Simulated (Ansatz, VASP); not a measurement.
# One calculation of P, two programs

POSCAR

```
P
1.0
    1.8589810950      1.0732832356      3.3713455933
   -1.8589810950      1.0732832356      3.3713455933
    0.0000000000     -2.1465664712      3.3713455933
P
2
Direct
    0.7729197500      0.7729197500      0.7729197500
    0.2270802500      0.2270802500      0.2270802500
```

INCAR.step1

```
PREC = Accurate ; ENCUT = 550
ISMEAR = 1 ; SIGMA = 0.025
LREAL = False ; LASPH = True
NELM = 120 ; NBANDS = 12
GGA = PE ; ALGO = Normal
EDIFF = 1E-5 ; LWAVE = True
LCHARG = False ; GGA_COMPAT = False
```

Contents of INCAR.step2:

```
PREC = Accurate ; ENCUT = 550
EDIFF = 1E-6 ; ISMEAR = 1
SIGMA = 0.025 ; LREAL = False
LASPH = True ; NELM = 120
ALGO = Normal ; ISIF = 2
LWAVE = False ; LCHARG = True
METAGGA = R2SCAN ; LMIXTAU = True
LUSE_VDW = True ; IVDW_NL = 2
BPARAM = 11.95 ; CPARAM = 0.0093
LELF = True ; LVHAR = True
NBANDS = 12 ; ISTART = 1
GGA_COMPAT = False
```

File KPOINTS:

```
Automatic mesh
0
Gamma
  9 9 9
```

Contents of input.yaml:

```yaml
crystal:
  lattice: { a: 3.71796219, b: 3.71796219, c: 10.11403678, alpha: 90.0, beta: 90.0, gamma: 120.0 }
  space_group: 166
  reduce_to_primitive: true
  atoms:
    - { symbol: P, wyckoff: "6c", position: [0.6666666667, 0.3333333333, 0.1062530833] }
hamiltonian:
  xc: r2scan
  pseudopotentials: { kind: paw, core: large }
  dispersion: rvv10
kpoints:
  mp_grid: { grid: [9, 9, 9] }
scf:
  occupations: { method: cold, width: 0.025 }
output:
  forces: true
  stress: true
  eigenvalues: true
```

Change from the starting cell: volume scaled by 1.25.

Alike in both runs: task single point; functional r2SCAN; dispersion rVV10; k mesh 9 × 9 × 9; no spin polarisation.

```csv
,VASP,Ansatz
version,VASP 6.6.1,Ansatz 0.2.0
potentials or method,"VASP PAW PBE potentials, release 64 (P)",Ansatz PAW
plane-wave cutoff (eV),550,500
occupations,"methfessel-paxton of order 1, width 0.025 eV","cold, width 0.025 eV"
valence electrons in the cell,10,10
```

|  | VASP | Ansatz | Ansatz less VASP |
| --- | --- | --- | --- |
| gap on the k mesh at the Fermi level (eV) | 0.04 | 0.02 | -0.014 |
| least direct gap on the mesh (eV) | 0.68 | 0.67 | -0.013 |
| pressure (GPa) | -14.0 | -13.9 | +0.15 |
| traceless stress, the component that is largest in VASP (GPa) | 3.39 | 3.39 | +0.004 |
| rms of the force components (eV/Å) | 0.681 | 0.659 | -0.0220 |

VASP's potentials were made for PBE, not for r2SCAN. Atom by atom the forces differ by 0.022 eV/Å (rms over components).

Noted on Ansatz's run: odd divisions of the mesh miss points on the zone boundary, where band edges often lie, so the gap on the mesh can be too wide.
